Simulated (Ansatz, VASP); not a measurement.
**Ge in VASP and in Ansatz**

POSCAR

```
Ge
1.0
    5.2405800000      0.0000000000      0.0000000000
    0.0000000000      5.2405800000      0.0000000000
    0.0000000000      0.0000000000      2.6553600000
Ge
3
Direct
    0.0000000000      0.0000000000      0.0000000000
    0.0000000000      0.5000000000      0.0000000000
    0.5000000000      0.0000000000      0.0000000000
```

File INCAR.step1:

```
SYSTEM = Ge
PREC = Accurate
ENCUT = 520
EDIFF = 1E-5
ISMEAR = -1
SIGMA = 0.05
LREAL = .FALSE.
LASPH = .TRUE.
NELM = 100
ALGO = Normal
ISIF = 2
LWAVE = .TRUE.
LCHARG = .FALSE.
NBANDS = 28
GGA = PE
LUSENCCL = .FALSE.
```

The input INCAR.step2:

```
SYSTEM = Ge
PREC = Accurate
ENCUT = 520
EDIFF = 1E-6
ISMEAR = -1
SIGMA = 0.05
LREAL = .FALSE.
LASPH = .TRUE.
NELM = 100
ALGO = Normal
ISIF = 2
LWAVE = .FALSE.
LCHARG = .FALSE.
GGA = PE
LHFCALC = .TRUE.
AEXX = 0.05
HFSCREEN = 0.2
PRECFOCK = Normal
NBANDS = 28
ISTART = 1
LUSENCCL = .FALSE.
```

KPOINTS

```
regular mesh
0
G
  3 3 5
  0 0 0
```

File input:

```
crystal:
  lattice:
    - [5.24058, 0.0, 0.0]
    - [0.0, 5.24058, 0.0]
    - [0.0, 0.0, 2.65536]
  atoms:
    - { symbol: Ge, position: [0.0, 0.0, 0.0] }
    - { symbol: Ge, position: [0.0, 0.5, 0.0] }
    - { symbol: Ge, position: [0.5, 0.0, 0.0] }
hamiltonian:
  xc: { exchange: pbe, correlation: pbe, exx: { coeff: 0.05, omega: 0.2 } }
  pseudopotentials: { kind: paw }
kpoints:
  mp_grid: { grid: [3, 3, 5] }
scf:
  occupations: { method: fermi_dirac, width: 0.05 }
output:
  forces: true
  stress: true
  eigenvalues: true
  write_density: true
  write_potential: true
  elf: true
  volumetric_format: npy
```

Alike in both runs: task single point; functional PBE-based screened hybrid; k mesh 3 × 3 × 5; occupations fermi-dirac, width 0.05 eV; no spin polarisation.

```csv
,VASP,Ansatz
version,VASP 6.6.1,Ansatz 0.2.0
potentials or method,"VASP PAW PBE potentials, release 64 (Ge_d)",Ansatz PAW
plane-wave cutoff (eV),520,420
valence electrons in the cell,42,42
```

Ansatz gave:

| Property | Result |
| --- | --- |
| gap on the k mesh at the Fermi level (eV) | none |
| pressure (GPa) | -0.1 |
| traceless stress, the component that is largest in VASP (GPa) | -7.79 |

Problem. What did VASP give for the same quantities?

Solution. gap on the k mesh at the Fermi level (eV): none; pressure (GPa): 0.0; traceless stress, the component that is largest in VASP (GPa): -7.79.

VASP's potentials were made for PBE, not for PBE-based screened hybrid. A gap of «none» marks a metal or a gap that the smearing closes. With one functional, cell and mesh, what is left measures potentials, basis and numerics.

The k mesh is coarse, so the values compare programs but aren't converged.
